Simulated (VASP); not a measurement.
Wanted: the native input for a VASP 6.6.1 run.

* Task: single point
* Functional: PBE
* Potentials or basis: VASP PAW PBE potentials, release 64 (Si, O)
* Cutoff: 520 eV
* k mesh: 6 × 6 × 6
* Occupations: gaussian, width 0.05 eV
* Spin: no spin polarisation
* Dipole correction: no
* Further INCAR settings: ALGO = Normal; EDIFF = 1e-07; NBANDS = 25

The structure of SiO2 lies in POSCAR:

```
SiO2
1.0
   -2.5762035013      2.5762035013      3.6893906705
    2.5762035013     -2.5762035013      3.6893906705
    2.5762035013      2.5762035013     -3.6893906705
Si O
2 4
Direct
    0.0000000000      0.0000000000      0.0000000000
    0.7500000000      0.2500000000      0.5000000000
    0.9670112602      0.6250000000      0.8420112602
    0.3750000000      0.2170112602      0.3420112602
    0.7829887398      0.1250000000      0.1579887398
    0.8750000000      0.0329887398      0.6579887398
```

This cell differs from its parent crystal: strain +0.025 along x and y, +0.000 along z.

These files were run (other wordings do the same):

INCAR

```
SYSTEM = SiO2
  PREC = Accurate
  ENCUT = 520
  EDIFF = 1E-7
  ISMEAR = 0
  SIGMA = 0.05
  LREAL = .FALSE.
  LASPH = .TRUE.
  NELM = 80
  ALGO = Normal
  ISIF = 2
  LWAVE = .FALSE.
  LCHARG = .FALSE.
  GGA = PE
  NBANDS = 25
```

KPOINTS

```
regular mesh
0
G
  6 6 6
  0 0 0
```

Potentials or basis: VASP PAW PBE potentials, release 64 (Si, O).

The run is started by

```console
$ cat potpaw_PBE.64/Si/POTCAR potpaw_PBE.64/O/POTCAR > POTCAR
$ mpirun -np 1 vasp_std > vasp.out
```

Results of the run:

```yaml
Pressure: -6.8 GPa
Largest_force: 0.479 eV/Å
Band_gap_on_the_k_mesh: 5.41 eV
```

Caveat: the cell differs from its parent crystal (strain +0.025 along x and y, +0.000 along z); the cell stands under tension.

Wall time 2.4 min on 1 thread of Intel Xeon 8259CL (shared host), peak memory 0.25 GiB.
